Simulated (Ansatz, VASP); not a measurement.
**Two plane-wave programs on Sn**

INCAR

```
PREC     = Accurate       # precision mode
ENCUT    = 520            # plane-wave cutoff, eV
EDIFF    = 1E-7           # SCF threshold, eV
ISMEAR   = 0              # smearing method
SIGMA    = 0.15           # smearing width, eV
LREAL    = F              # projectors in reciprocal space
LASPH    = T              # aspherical terms in the spheres
NELM     = 60             # most SCF steps
ALGO     = Fast           # electronic algorithm
ISIF     = 2              # what is computed and relaxed
LWAVE    = F              # write WAVECAR
LCHARG   = F              # write CHGCAR
NBANDS   = 13             # bands
```

KPOINTS

```
regular mesh
0
Gamma
  20 20 20
```

POSCAR

```
Sn
1.0
   -1.6402120500      1.6867696500      2.2798834500
    1.6402120500     -1.6867696500      2.2798834500
    1.6402120500      1.6867696500     -2.2798834500
Sn
1
Direct
    0.0000000000      0.0000000000      0.0000000000
```

Input for Ansatz:

```yaml
crystal:
  lattice:
    - [-1.64021205, 1.68676965, 2.27988345]
    - [1.64021205, -1.68676965, 2.27988345]
    - [1.64021205, 1.68676965, -2.27988345]
  atoms:
    - { symbol: Sn, position: [0.0, 0.0, 0.0] }
basis:
  ecutwfc: 420
kpoints:
  mp_grid: { grid: [20, 20, 20] }
hamiltonian:
  xc: lda
scf:
  occupations: { method: gaussian, width: 0.15 }
output:
  forces: true
  stress: true
  eigenvalues: true
```

Change from the starting cell: strain -0.050 along x and y, -0.025 along z, atoms carried along.

Alike in both runs: task single point; functional LDA; k mesh 20 × 20 × 20; occupations gaussian, width 0.15 eV; no spin polarisation.

|  | VASP | Ansatz |
| --- | --- | --- |
| version | VASP 6.6.1 | Ansatz 0.2.0 |
| potentials or method | VASP PAW LDA potentials, release 64 (Sn_d), cutoff 520 eV | scalar-relativistic, plane waves, PAW |
| valence electrons in the cell | 14 | 14 |

|  | VASP | Ansatz | Ansatz less VASP |
| --- | --- | --- | --- |
| gap on the k mesh at the Fermi level (eV) | none | none | - |
| pressure (GPa) | 1.6 | 1.5 | -0.01 |
| traceless stress, the component that is largest in VASP (GPa) | 0.61 | 0.61 | -0.006 |

LDA's correlation is that of Perdew and Zunger in VASP and of Perdew and Wang (1992) in Ansatz. A gap of «none» marks a metal or a gap that the smearing closes.
